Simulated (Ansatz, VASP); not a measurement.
## One calculation of C, two programs

```xyz
2
Lattice="0.0000 1.8691 1.7801 1.8691 0.0000 1.7801 1.8691 1.8691 0.0000" Properties=species:S:1:pos:R:3 pbc="T T T"
C     1.8691    1.8691    1.7801
C     2.8037    2.8037    2.6702
```

Change from the starting cell: strain +0.050 along x and y, +0.000 along z, atoms carried along.

Alike in both runs: task single point; functional r2SCAN; k mesh 12 × 12 × 12; occupations gaussian, width 0.05 eV; no spin polarisation.

|  | VASP | Ansatz |
| --- | --- | --- |
| version | VASP 6.6.1 | Ansatz 0.2.0 |
| potentials or method | VASP PAW PBE potentials, release 64 (C), cutoff 520 eV | scalar-relativistic, plane waves, PAW |
| valence electrons in the cell | 8 | 8 |

```tsv
	VASP	Ansatz	Ansatz less VASP
gap on the k mesh at the Fermi level (eV)	2.93	2.96	+0.025
least direct gap on the mesh (eV)	4.73	4.77	+0.037
pressure (GPa)	-35.8	-36.6	-0.78
traceless stress, the component that is largest in VASP (GPa)	27.33	27.37	+0.039
```

VASP's potentials were made for PBE, not for r2SCAN. Both programs put the cell under strong tension, so it lies far from rest at this level. With one functional, cell and mesh, what is left measures potentials, basis and numerics.

Noted on VASP's run: the cell as given lies far from equilibrium.
